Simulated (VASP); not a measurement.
Wanted: the native input for a VASP 6.6.1 run.

| Item | Value |
| --- | --- |
| Task | single point |
| Functional | PBE |
| Potentials or basis | VASP PAW PBE potentials, release 64 (Hf_pv, C) |
| Cutoff | 520 eV |
| k mesh | 18 × 18 × 18 |
| Occupations | fermi-dirac, width 0.05 eV |
| Spin | no spin polarisation |
| Dipole correction | no |
| Further INCAR settings | ALGO = Normal; EDIFF = 1e-07; NBANDS = 14 |

The structure of HfC (rocksalt type) lies in POSCAR:

```
HfC
1.0
    0.0000000000      1.9840823999      1.9840823999
    1.9840823999      0.0000000000      1.9840823999
    1.9840823999      1.9840823999      0.0000000000
Hf C
1 1
Direct
    0.0000000000      0.0000000000      0.0000000000
    0.5000000000      0.5000000000      0.5000000000
```

These files were run (other wordings do the same):

INCAR

```
  PREC = Accurate
  ENCUT = 520
  EDIFF = 1E-7
  ISMEAR = -1
  SIGMA = 0.05
  LREAL = False
  LASPH = True
  NELM = 60
  ALGO = Normal
  ISIF = 2
  LWAVE = False
  LCHARG = False
  GGA = PE
  NBANDS = 14
```

KPOINTS

```
regular mesh
0
Gamma
  18 18 18
```

Potentials or basis: VASP PAW PBE potentials, release 64 (Hf_pv, C).

The run is started by

```bash
$ cat potpaw_PBE.64/Hf_pv/POTCAR potpaw_PBE.64/C/POTCAR > POTCAR
$ mpirun -np 1 vasp_std > vasp.out
```

Results of the run:

```yaml
Pressure: 289.5 GPa
Band_gap_on_the_k_mesh: zero (bands 7 and 8 overlap by 1.52 eV)
```

Caveat: the cell stands under pressure; spin-orbit coupling is left out, which moves the levels of the heavy elements.

Wall time 55 s on 1 thread of Intel Xeon 8259CL, with other jobs on the host, peak memory 0.18 GiB.
